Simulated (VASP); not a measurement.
## La: single point with RPBE

The system is La.

```
CELL_PARAMETERS angstrom
3.77000 0.00000 0.00000
-1.88500 3.26492 0.00000
0.00000 0.00000 12.15900
ATOMIC_POSITIONS crystal
La 0.66667 0.33333 0.25000
La 0.33333 0.66667 0.75000
La 0.00000 0.00000 0.50000
La 0.00000 0.00000 0.00000
```

```yaml
Program: VASP 6.6.1
Task: single point
Functional: RPBE
Potentials_or_basis: VASP PAW PBE potentials, release 64 (La)
Cutoff: 520 eV
k_mesh: 5 × 5 × 2
Occupations: fermi-dirac, width 0.05 eV
Spin: no spin polarisation
Dipole_correction: no
k_mesh_for_the_DOS: 8 × 8 × 3
Occupations_for_the_DOS: tetrahedron
Further_INCAR_settings: ALGO = Normal; EDIFF = 1e-07
```

```
Valence electrons inside the program's atomic spheres : La 8.57, 8.61 (each value once)
```

Levels at points of the mesh, in eV from the Fermi level:
```tsv
k point	band 19	band 20	band 21	band 22	band 23	band 24	band 25	band 26
(0.00, 0.00, 0.00)	-1.89	-1.77	0.43	0.57	1.23	1.24	1.26	1.32
(0.50, 0.00, 0.00)	-1.58	-1.07	-0.72	-0.34	-0.25	0.38	0.87	1.20
```

It took 3 min on 1 thread of Intel(R) Xeon(R) Platinum 8559C (Emerald Rapids) (shared host), peak memory 0.26 GiB.

Caveat: the k points lie up to 0.38 Å⁻¹ apart; spin-orbit coupling is left out, which moves the levels of the heavy elements.
